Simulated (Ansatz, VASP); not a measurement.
# Two plane-wave programs on Re

```xyz
3
Lattice="4.3554 0.0000 0.0000 -2.1777 3.7719 0.0000 0.0000 0.0000 2.7269" Properties=species:S:1:pos:R:3 pbc="T T T"
Re    2.1777    3.7719    0.0000
Re    0.0000    2.5146    1.3634
Re    2.1777    1.2573    1.3634
```

Alike in both runs: task single point; functional r2SCAN; k mesh 10 × 10 × 13; occupations fermi-dirac, width 0.1 eV; no spin polarisation.

```csv
,VASP,Ansatz
version,VASP 6.6.1,Ansatz 0.2.0
potentials or method,"VASP PAW PBE potentials, release 64 (Re_sv_GW), cutoff 550 eV","plane waves (500 eV) with PAW, scalar-relativistic"
valence electrons in the cell,45,45
```

|  | VASP | Ansatz | Ansatz less VASP |
| --- | --- | --- | --- |
| pressure (GPa) | -2.0 | 0.1 | +2.12 |
| traceless stress, the component that is largest in VASP (GPa) | -0.55 | -0.46 | +0.083 |

VASP's potentials were made for PBE, not for r2SCAN.

Neither program's run includes spin-orbit coupling.
